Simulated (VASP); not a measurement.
Write the native input for VASP 6.6.1 that does the following.

| Item | Value |
| --- | --- |
| Task | single point |
| Functional | PBE |
| Potentials or basis | VASP PAW PBE potentials, release 64 (Ti_sv, O) |
| Cutoff | 520 eV |
| k mesh | 8 × 8 × 8 |
| Occupations | gaussian, width 0.02 eV |
| Spin | no spin polarisation |
| Hubbard terms | Ti d U = 4.0 eV |
| Dipole correction | no |
| k mesh for the DOS | 12 × 12 × 12 |
| Occupations for the DOS | tetrahedron |
| Further INCAR settings | ALGO = Normal; EDIFF = 1e-07 |

Crystal: TiO2.

```
Ti O
1.0
    -1.90896    1.90896    4.88784
     1.90896   -1.90896    4.88784
     1.90896    1.90896   -4.88784
Ti O
2 4
Direct
  0.00000 0.00000 0.00000
  0.75000 0.25000 0.50000
  0.20532 0.20532 0.00000
  0.95532 0.45532 0.50000
  0.54468 0.04468 0.50000
  0.79468 0.79468 0.00000
```

These files were run (other wordings do the same):

POSCAR

```
TiO2
1.0
   -1.9089568622      1.9089568622      4.8878380517
    1.9089568622     -1.9089568622      4.8878380517
    1.9089568622      1.9089568622     -4.8878380517
Ti O
2 4
Direct
    0.0000000000      0.0000000000      0.0000000000
    0.7500000000      0.2500000000      0.5000000000
    0.2053163549      0.2053163549      0.0000000000
    0.9553163549      0.4553163549      0.5000000000
    0.5446836451      0.0446836451      0.5000000000
    0.7946836451      0.7946836451      0.0000000000
```

INCAR.step1

```
  PREC = Accurate
  ENCUT = 520
  EDIFF = 1E-7
  ISMEAR = 0
  SIGMA = 0.02
  LREAL = False
  LASPH = True
  NELM = 150
  ALGO = Normal
  ISIF = 2
  LWAVE = False
  LCHARG = True
  LMAXMIX = 4
  LDAU = True
  LDAUTYPE = 2
  LDAUL = 2 -1
  LDAUU = 4 0
  LDAUJ = 0 0
  LDAUPRINT = 1
  GGA = PE
  NBANDS = 33
```

KPOINTS.step1

```
regular mesh
0
Gamma
  8 8 8
```

INCAR.step2

```
  PREC = Accurate
  ENCUT = 520
  EDIFF = 1E-7
  ISMEAR = -5
  SIGMA = 0.02
  LREAL = False
  LASPH = True
  NELM = 150
  ALGO = Normal
  ISIF = 2
  LWAVE = False
  LCHARG = False
  LMAXMIX = 4
  LDAU = True
  LDAUTYPE = 2
  LDAUL = 2 -1
  LDAUU = 4 0
  LDAUJ = 0 0
  LDAUPRINT = 1
  GGA = PE
  LORBIT = 10
  NEDOS = 1001
  ICHARG = 11
```

KPOINTS.step2

```
regular mesh
0
Gamma
  12 12 12
```

Potentials or basis: VASP PAW PBE potentials, release 64 (Ti_sv, O).

The run is started by

```bash
$ cat potpaw_PBE.64/Ti_sv/POTCAR potpaw_PBE.64/O/POTCAR > POTCAR
$ cp INCAR.step1 INCAR
$ cp KPOINTS.step1 KPOINTS
$ mpirun -np 1 vasp_std > vasp.out
$ cp INCAR.step2 INCAR
$ cp KPOINTS.step2 KPOINTS
$ mpirun -np 1 vasp_std > vasp.out
```

Results of the run:

The valence electrons inside the program's atomic spheres are Ti 10.08; O 5.08.

Run time: 12 min on 1 thread of Intel Xeon 8259CL, with other jobs on the host, peak memory 0.41 GiB.
